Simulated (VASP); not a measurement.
# Re (I4/mmm) in VASP: a series of runs

The runs below take Re through single point, with PBE.

Everything below comes from runs of VASP 6.6.1. Logs are shortened: lines on timing, memory, paths and dates and some standing lists are left out, and cuts for length are marked.

### 1 The cell of the first run

Symmetry: I4/mmm, No. 139, tetragonal system. The conventional cell has a = 2.769 Å, b = 2.769 Å, c = 3.700 Å, α = 90.00°, β = 90.00°, γ = 90.00°. Within 3.6 Å of Re (site symmetry 4/mmm) lie 12 Re at 2.69 to 2.77 Å.

### 2 Single point, PBE (normal strain along x -0.0550, normal strain along z +0.0000)

Contents of INCAR:

```
SYSTEM = Re
  ALGO = Normal
  EDIFF = 1E-6
  ENCUT = 520
  GGA = PE
  ISIF = 2
  ISMEAR = 0
  LASPH = .TRUE.
  LCHARG = .FALSE.
  LREAL = .FALSE.
  LWAVE = .FALSE.
  NBANDS = 10
  NELM = 60
  PREC = Accurate
  SIGMA = 0.15
```

Contents of KPOINTS:

```
k-points
0
G
  10 10 10
  0 0 0
```

Contents of POSCAR:

```
Re
1.0
    0.0000000000      1.9577236186      1.9577236186
    1.8500488196      0.0000000000      1.9577236186
    1.8500488196      1.9577236186      0.0000000000
Re
1
Direct
    0.0000000000      0.0000000000      0.0000000000
```

Potentials or basis: VASP PAW PBE potentials, release 64 (Re).

Run with:

```sh
$ cat potpaw_PBE.64/Re/POTCAR > POTCAR
$ mpirun -np 1 vasp_std > vasp.out
```

OUTCAR:

```text
SYSTEM = Re
   EDIFF = 1E-6
   ENCUT = 520
   GGA = PE
   ISIF = 2
   ISMEAR = 0
   LASPH = .TRUE.
   LREAL = .FALSE.
   NELM = 60
   PREC = Accurate

 ion  position               nearest neighbor table
   1  0.000  0.000  0.000-

  LATTYP: Found a body centered tetragonal cell.
 ALAT       =     2.7686392928
 C/A-ratio  =     1.3364318165

  Lattice vectors:

 A1 = (  -1.8500488196,   0.0000000000,  -1.9577236186)
 A2 = (  -1.8500488196,   0.0000000000,   1.9577236186)
 A3 = (   1.8500488196,   1.9577236186,   0.0000000000)

Analysis of symmetry for initial positions (statically):
=====================================================================
 Subroutine PRICEL returns:
 Original cell was already a primitive cell.

 Routine SETGRP: Setting up the symmetry group for a
 body centered tetragonal supercell.

 Subroutine GETGRP returns: Found 16 space group operations
 (whereof 16 operations were pure point group operations)
 out of a pool of 16 trial point group operations.

The static configuration has the point symmetry D_4h.

Analysis of symmetry for dynamics (positions and initial velocities):
=====================================================================
 Subroutine PRICEL returns:
 Original cell was already a primitive cell.

 Routine SETGRP: Setting up the symmetry group for a
 body centered tetragonal supercell.

 Subroutine GETGRP returns: Found 16 space group operations
 (whereof 16 operations were pure point group operations)
 out of a pool of 16 trial point group operations.

The dynamic configuration has the point symmetry D_4h.

 Subroutine INISYM returns: Found 16 space group operations
 (whereof 16 operations are pure point group operations),
 and found     1 'primitive' translations

----------------------------------------------------------------------------------------

                                     Primitive cell

  volume of cell :      14.1813

  direct lattice vectors                    reciprocal lattice vectors
     0.000000000  1.957723619  1.957723619    -0.270263138  0.255398666  0.255398666
     1.850048820  0.000000000  1.957723619     0.270263138 -0.255398666  0.255398666
     1.850048820  1.957723619  0.000000000     0.270263138  0.255398666 -0.255398666

  length of vectors
     2.768639293  2.693577993  2.693577993     0.451108768  0.451108768  0.451108768

  position of ions in fractional coordinates (direct lattice)
     0.000000000  0.000000000  0.000000000

  ion indices of the primitive-cell ions
   primitive index   ion index
                 1           1

----------------------------------------------------------------------------------------

 KPOINTS: k-points

Automatic generation of k-mesh.
 Grid dimensions read from file:
 generate k-points for:   10   10   10

 Generating k-lattice:

  Cartesian coordinates                     Fractional coordinates (reciprocal lattice)
    -0.027026314  0.025539867  0.025539867     0.100000000 -0.000000000 -0.000000000
     0.027026314 -0.025539867  0.025539867     0.000000000  0.100000000  0.000000000
     0.027026314  0.025539867 -0.025539867     0.000000000  0.000000000  0.100000000

  Length of vectors
     0.045110877  0.045110877  0.045110877

  Shift w.r.t. Gamma in fractional coordinates (k-lattice)
     0.000000000  0.000000000  0.000000000

 Subroutine IBZKPT returns following result:
 ===========================================

 Found    102 irreducible k-points:

 Following reciprocal coordinates:
            Coordinates               Weight
  0.000000  0.000000  0.000000      1.000000
  0.100000 -0.000000 -0.000000      8.000000
  0.200000 -0.000000 -0.000000      8.000000
  0.300000  0.000000  0.000000      8.000000
  0.400000  0.000000  0.000000      8.000000
  0.500000  0.000000  0.000000      4.000000
[... 16 lines left out ...]
  0.300000  0.300000  0.000000      4.000000
  0.400000  0.300000  0.000000     16.000000
 [... further k-points ...]
   k-points           NKPTS =    102   k-points in BZ     NKDIM =    102   number of bands    NBANDS=     10
   number of dos      NEDOS =    301   number of ions     NIONS =      1
   total plane-waves  NPLWV =   9600
   dimension x,y,z NGX =    24 NGY =   20 NGZ =   20
   dimension x,y,z NGXF=    48 NGYF=   40 NGZF=   40
   ions per type =               1
   NGX,Y,Z   is equivalent  to a cutoff of  14.41, 12.34, 12.34 a.u.
   NGXF,Y,Z  is equivalent  to a cutoff of  28.82, 24.69, 24.69 a.u.
 SYSTEM =  Re
   PREC   = accura    normal or accurate (medium, high low for compatibility)
   ISTART =      0    job   : 0-new  1-cont  2-samecut
   ICHARG =      2    charge: 1-file 2-atom 10-const
   ISPIN  =      1    spin polarized calculation?
   LNONCOLLINEAR =      F non collinear calculations
   LSORBIT =      F    spin-orbit coupling
   LASPH  =      T    aspherical Exc in radial PAW
   ENCUT  =  520.0 eV  38.22 Ry    6.18 a.u.   5.15  5.01  5.01*2*pi/ulx,y,z
   NELM   =     60;   NELMIN=  2; NELMDL= -5     # of ELM steps
   EDIFF  = 0.1E-05   stopping-criterion for ELM
   LREAL  =      F    real-space projection
   EDIFFG = 0.1E-04   stopping-criterion for IOM
   NSW    =      0    number of steps for IOM
   IBRION =     -1    ionic relax: 0-MD 1-quasi-New 2-CG
   NFREE  =      0    steps in history (QN), initial steepest desc. (CG)
   ISIF   =      2    stress and relaxation
   ISYM   =      2    0-nonsym 1-usesym 2-fastsym
   POTIM  = 0.5000    time-step for ionic-motion
   TEBEG  =    0.0;   TEEND  =   0.0 temperature during run
   PSTRESS=    0.0 pullay stress
   NELECT =       7.0000    total number of electrons
   NUPDOWN=      -1.0000    fix difference up-down
   EMIN   =  10.00;   EMAX   =-10.00  energy-range for DOS
   EFERMI =   0.00;   METHOD = LEGACY
   ISMEAR =     0;   SIGMA  =   0.15  broadening in eV -4-tet -1-fermi 0-gaus
   EFERMI_NEDOS =   21; number of points for ismear=-14 and -15
   IALGO  =     38    algorithm
   IMIX   =      4    mixing-type and parameters
     AMIX     =   0.40;   BMIX     =  1.00
     AMIX_MAG =   1.60;   BMIX_MAG =  1.00
  volume/ion in A,a.u.               =      14.18        95.70
  Fermi-wavevector in a.u.,A,eV,Ry     =   1.293805  2.444937 22.775223  1.673932
  Thomas-Fermi vector in A             =   2.425428
   LORBIT       =      0    0 simple, 1 ext, 2 COOP (PROOUT), +10 PAW based schemes
   GGA     = PE    functional components
   LHFCALC =     F    Hartree Fock is set to
   AEXX    =    0.0000 exact exchange contribution
   IVDW    =     0    specifies the selected vdW correction
   LEPSILON=     F    determine dielectric tensor
   LRPA    =     F    only Hartree local field effects (RPA)
 non-spin polarized calculation
 Gauss-broadening in eV      SIGMA  =   0.15
  energy-cutoff  :      520.00
  volume of cell :       14.18
 maximum number of plane-waves:       396
 NGX is ok and might be reduce to    24
   NGX = 11   NGY =  9   NGZ =  9

 number of electron       7.0000000 magnetization

 Free energy of the ion-electron system (eV)
  ---------------------------------------------------
  ext. energy  EPLUGINS =         0.00000000
  ---------------------------------------------------
  free energy    TOTEN  =       -12.29269059 eV

  energy without entropy =      -12.28141117  energy(sigma->0) =      -12.28705088

 E-fermi :   8.6815     XC(G=0): -13.9339

 val. band max:        8.6611618667   @ k =   0.2000   0.1000  -0.0000
 cond. band min:       8.6987053254   @ k =   0.5000   0.3000   0.2000
 fundamental gap:      0.0375434588
 Fermi energy:         8.6815124175

 k-point     1 :       0.0000    0.0000    0.0000
  band No.  band energies     occupation
      1      -1.7700      2.00000
      2       6.3605      2.00000
      3       6.3605      2.00000
      4       7.1890      2.00000
      5       9.3825      0.00000
      6      10.5034      0.00000
      7      22.6269      0.00000
      8      27.7497      0.00000
      9      27.7497      0.00000
     10      29.9355      0.00000

 k-point     2 :       0.1000   -0.0000   -0.0000
  band No.  band energies     occupation
      1      -1.2920      2.00000
      2       6.2037      2.00000
      3       6.5651      2.00000
      4       7.2455      2.00000
      5       9.2755      0.00000
      6      10.2851      0.00000
      7      23.5355      0.00000
      8      26.5197      0.00000
      9      28.6068      0.00000
     10      30.0590      0.00000

 k-point     3 :       0.2000   -0.0000   -0.0000
  band No.  band energies     occupation
      1      -0.0658      2.00000
      2       5.7831      2.00000
      3       6.7837      2.00000
      4       7.5234      2.00000
      5       9.4785      0.00000
      6      10.0711      0.00000
      7      23.7545      0.00000
      8      26.0796      0.00000
      9      30.9575      0.00000
     10      32.3507      0.00000

 k-point     4 :       0.3000    0.0000    0.0000
  band No.  band energies     occupation
      1       1.1193      2.00000
      2       6.0997      2.00000
      3       6.4872      2.00000
      4       7.4075      2.00000
      5      10.6669      0.00000
      6      10.7120      0.00000
      7      21.8099      0.00000
      8      26.1615      0.00000
      9      33.4921      0.00000
     10      33.7579      0.00000
[... 222 lines left out ...]
 k-point    22 :      -0.2000    0.2000    0.0000
  band No.  band energies     occupation
      1       2.2354      2.00000
      2       4.9300      2.00000
      3       6.2147      2.00000
      4       8.3984      1.99240
      5       8.8178      0.19890
      6      12.9458      0.00000
      7      23.2132      0.00000
      8      27.7384      0.00000
      9      28.1253      0.00000
     10      29.2622      0.00000

 k-point    23 :       0.3000    0.3000    0.0000
  band No.  band energies     occupation
      1       1.8083      2.00000
      2       3.5096      2.00000
      3       7.2488      2.00000
      4      10.1030      0.00000
      5      10.1408      0.00000
      6      11.6669      0.00000
      7      26.0574      0.00000
      8      27.5914      0.00000
      9      27.6399      0.00000
     10      31.1604      0.00000

 k-point    24 :       0.4000    0.3000    0.0000
  band No.  band energies     occupation
      1       2.1382      2.00000
      2       3.2797      2.00000
      3       7.4042      2.00000
      4      10.3947      0.00000
      5      12.0169      0.00000
      6      12.5205      0.00000
      7      23.2482      0.00000
      8      25.5001      0.00000
      9      26.4843      0.00000
     10      31.5289      0.00000

 [... further k-points ...]
[... 5 lines left out ...]
  --------------------------------------------------------------------------------------
  -------------------------------------------------------------------------------------
  Total        3.0494237      1.5493633      1.5493633      0.0000000      0.0000000      0.0000000
  in kB      344.5183919    175.0442733    175.0442733      0.0000000      0.0000000      0.0000000
  external PRESSURE =     231.5356462 kB  Pullay stress =       0.0000000 kB

 VOLUME and BASIS-vectors are now :
 -----------------------------------------------------------------------------
  energy-cutoff  :      520.00
  volume of cell :       14.18
      direct lattice vectors                 reciprocal lattice vectors
     0.000000000  1.957723619  1.957723619    -0.270263138  0.255398666  0.255398666
     1.850048820  0.000000000  1.957723619     0.270263138 -0.255398666  0.255398666
     1.850048820  1.957723619  0.000000000     0.270263138  0.255398666 -0.255398666

 POSITION                                       TOTAL-FORCE (eV/Angst)
 -----------------------------------------------------------------------------------
      0.00000      0.00000      0.00000        -0.000000      0.000000      0.000000
 -----------------------------------------------------------------------------------
    total drift:                               -0.000000     -0.000000      0.000000

  FREE ENERGIE OF THE ION-ELECTRON SYSTEM (eV)
  ---------------------------------------------------
  free  energy   TOTEN  =       -12.2926905883 eV

  energy  without entropy=      -12.2814111745  energy(sigma->0) =      -12.28705088
```

Run time: 12 s. Hardware: 1 thread of AMD EPYC 7R43 (Zen 3), shared host; peak memory 0.1 GiB.

Results:

- Free energy: -12.2927 eV
- Pressure: 23.2 GPa

Levels at points of the mesh, in eV from the Fermi level:
| k point | band 1 | band 2 | band 3 | band 4 | band 5 | band 6 |
| --- | --- | --- | --- | --- | --- | --- |
| (0.00, 0.00, 0.00) | -10.45 | -2.32 | -2.32 | -1.49 | 0.70 | 1.82 |
| (0.50, 0.00, 0.00) | -7.21 | -2.76 | -1.81 | 0.24 | 3.71 | 4.29 |
| (0.50, 0.50, 0.00) | -7.24 | -6.25 | 2.53 | 3.90 | 4.34 | 5.19 |
| (0.00, 0.50, 0.50) | -7.20 | -6.41 | 3.78 | 3.93 | 4.82 | 4.82 |

Caveat: the cell differs from its parent crystal (normal strain along x -0.0550, normal strain along z +0.0000); spin-orbit coupling is left out, which moves the levels of the heavy elements.

### 3 Single point, PBE (normal strain along x +0.0550, normal strain along z +0.0550)

Contents of INCAR:

```
  ALGO = Fast
  EDIFF = 1E-6
  ENCUT = 520
  GGA = PE
  ISIF = 2
  ISMEAR = 0
  LASPH = T
  LCHARG = F
  LREAL = F
  LWAVE = F
  NBANDS = 10
  NELM = 60
  PREC = Accurate
  SIGMA = 0.15
```

Contents of KPOINTS:

```
k-points
0
Gamma
  10 10 10
```

Contents of POSCAR:

```
Re
1.0
    0.0000000000      1.9577236186      2.0653984176
    2.0653984176      0.0000000000      2.0653984176
    2.0653984176      1.9577236186      0.0000000000
Re
1
Direct
    0.0000000000      0.0000000000      0.0000000000
```

Potentials or basis: VASP PAW PBE potentials, release 64 (Re).

Run with:

```sh
$ cat potpaw_PBE.64/Re/POTCAR > POTCAR
$ mpirun -np 1 vasp_std > vasp.out
```

Run time: 22 s. Hardware: 1 thread of AMD EPYC 7R43 (Zen 3), shared host; peak memory 0.12 GiB.

It converged, with:

| Quantity | Value |
| --- | --- |
| Free energy | -12.1672 eV |
| Pressure | -31.3 GPa |

Stress tensor (GPa, compression positive):
```
-35.16   0.00   0.00
  0.00 -23.57   0.00
  0.00   0.00 -35.16
```

Levels at points of the mesh, in eV from the Fermi level:
```
           k point  band 1  band 2  band 3  band 4  band 5  band 6  band 7
(0.00, 0.00, 0.00)   -9.28   -1.83   -1.83   -1.19    0.54    1.38   13.77
(0.50, 0.00, 0.00)   -6.03   -2.15   -1.42    0.04    2.86    3.28    8.23
(0.50, 0.50, 0.00)   -5.85   -4.99    1.97    2.99    3.34    3.96   10.45
(0.50, 0.00, 0.50)   -5.76   -5.10    3.00    3.00    3.70    3.70   10.67
```

Caveat: the cell differs from its parent crystal (normal strain along x +0.0550, normal strain along z +0.0550); spin-orbit coupling is left out, which moves the levels of the heavy elements.
